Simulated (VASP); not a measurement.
Write the native input for VASP 6.6.1 that does the following.

- Task: single point
- Functional: r2SCAN
- Potentials or basis: VASP PAW PBE potentials, release 64 (Ti_sv, O)
- Cutoff: 520 eV
- k mesh: 4 × 4 × 6
- Occupations: gaussian, width 0.01 eV
- Spin: no spin polarisation
- Dipole correction: no
- Further INCAR settings: ALGO = Normal; EDIFF = 1e-06; NBANDS = 33

The system is TiO2.

```xyz
6
Lattice="4.5969 0.0000 0.0000 0.0000 4.5969 0.0000 0.0000 0.0000 2.9535" Properties=species:S:1:pos:R:3 pbc="T T T"
Ti    0.0000    0.0000    0.0000
Ti    2.2985    2.2985    1.4768
O     1.4004    1.4004    0.0000
O     0.8981    3.6988    1.4768
O     3.1966    3.1966    0.0000
O     3.6988    0.8981    1.4768
```

The input as run:

POSCAR

```
TiO2
1.0
    4.5969450691      0.0000000000      0.0000000000
    0.0000000000      4.5969450691      0.0000000000
    0.0000000000      0.0000000000      2.9535431405
Ti O
2 4
Direct
    0.0000000000      0.0000000000      0.0000000000
    0.5000000000      0.5000000000      0.5000000000
    0.3046314432      0.3046314432      0.0000000000
    0.1953685568      0.8046314432      0.5000000000
    0.6953685568      0.6953685568      0.0000000000
    0.8046314432      0.1953685568      0.5000000000
```

INCAR.step1

```
SYSTEM = TiO2
PREC = Accurate
ENCUT = 520
ISMEAR = 0
SIGMA = 0.01
LREAL = .FALSE.
LASPH = .TRUE.
NELM = 60
NBANDS = 33
GGA = PE
ALGO = Normal
EDIFF = 1E-4
LWAVE = .TRUE.
LCHARG = .FALSE.
```

INCAR.step2

```
SYSTEM = TiO2
PREC = Accurate
ENCUT = 520
EDIFF = 1E-6
ISMEAR = 0
SIGMA = 0.01
LREAL = .FALSE.
LASPH = .TRUE.
NELM = 60
ALGO = Normal
ISIF = 2
LWAVE = .FALSE.
LCHARG = .FALSE.
METAGGA = R2SCAN
LMIXTAU = .TRUE.
NBANDS = 33
ISTART = 1
```

KPOINTS

```
Automatic mesh
0
G
  4 4 6
  0 0 0
```

Potentials or basis: VASP PAW PBE potentials, release 64 (Ti_sv, O).

The run is started by

```bash
$ cat potpaw_PBE.64/Ti_sv/POTCAR potpaw_PBE.64/O/POTCAR > POTCAR
$ cp INCAR.step1 INCAR
$ mpirun -np 1 vasp_std > vasp.out
$ cp INCAR.step2 INCAR
$ mpirun -np 1 vasp_std > vasp.out
```

Results of the run:

| Property | Result |
| --- | --- |
| Pressure | 1.3 GPa |
| Largest force | 0.036 eV/Å |
| Band gap on the k mesh | 2.23 eV, direct |

Caveat: the PAW data sets were made with another functional, which shifts forces and pressure a little.

Run time: 76 s on 1 thread of Intel(R) Xeon(R) 6975P-C (Granite Rapids), on a shared host, peak memory 0.19 GiB.
